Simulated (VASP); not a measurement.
Crystal: BaTa3O2.

```xyz
6
Lattice="2.8099 1.6223 4.3082 -2.8099 1.6223 4.3082 0.0000 -3.2446 4.3082" Properties=species:S:1:pos:R:3 pbc="T T T"
Ba    0.0000    0.0000    0.0000
Ta   -1.4049    0.8111    2.1541
Ta    1.4049    0.8111    2.1541
Ta    0.0000   -1.6223    2.1541
O     0.0000    0.0000    8.0892
O     0.0000    0.0000    4.8355
```

- Program: VASP 6.6.1
- Task: relaxation of cell and atoms
- Functional: PBE
- Potentials or basis: VASP PAW PBE potentials, release 64 (Ba_sv, Ta_pv, O)
- Cutoff: 600 eV
- k mesh: 6 × 6 × 6
- Occupations: gaussian, width 0.1 eV
- Spin: no spin polarisation

At the start: pressure 1.8 GPa; volume 19.64 Å³/atom.

**Question.** Where does the relaxation end?

**Answer.** Over 28 steps the energy falls by 1028.9 meV/atom and the volume is 23.08 Å³/atom (+17.5 %); space group R-3m (No. 166, to 0.05 Å).

The path:
```csv
step,energy change (eV),largest force (eV/Å),pressure (GPa),volume (Å³)
1,0.0000,0.5437,1.83,117.83
2,-1.3684,0.1509,1.10,120.93
3,-2.3500,1.0056,5.22,122.95
4,2.2646,1.7395,35.25,118.84
5,-2.4737,1.1735,7.07,123.00
6,-2.3675,1.4093,10.53,122.67
7,-2.4751,1.3056,8.77,122.88
8,-2.6887,1.1573,-4.27,151.08
9,-2.9054,1.2762,0.19,138.97
10,-3.0938,1.2767,-0.89,139.62
11,-3.2625,1.2752,-2.87,140.78
12,-3.3425,1.3010,-2.63,140.05
13,-3.5840,1.3966,-1.86,137.85
14,-4.0874,1.6013,-0.24,133.52
15,-5.0559,1.4238,3.81,125.11
16,-0.5064,7.6298,38.43,109.29
17,-5.0478,1.3271,4.80,123.58
18,-4.2162,3.6300,14.07,116.29
19,-5.0928,1.0842,5.64,122.46
20,-5.1126,0.3742,7.32,120.62
21,-5.2507,0.8675,7.59,122.04
22,-5.2508,0.9376,7.61,122.11
23,-5.6149,0.6833,5.25,126.35
24,-6.1492,0.1821,-0.99,139.31
25,-6.1519,0.1494,-1.60,140.65
26,-6.1522,0.1583,-1.43,140.28
27,-6.1720,0.0446,-0.43,138.89
28,-6.1732,0.0081,-0.10,138.45
```

Final structure:
```xyz
6
Lattice="2.5158 1.4525 6.3145 -2.5158 1.4525 6.3145 0.0000 -2.9050 6.3145" Properties=species:S:1:pos:R:3 pbc="T T T"
Ba    0.0000    0.0000    0.0000
Ta   -1.2579    0.7263    3.1573
Ta    1.2579    0.7263    3.1573
Ta    0.0000   -1.4525    3.1573
O     0.0000    0.0000   10.6944
O     0.0000    0.0000    8.2492
```

Caveat: the volume moved by over 15 % at a fixed basis, so the end points are rough; an odd number of electrons without spin polarisation forces a metal; a magnetic or distorted state may lie lower.
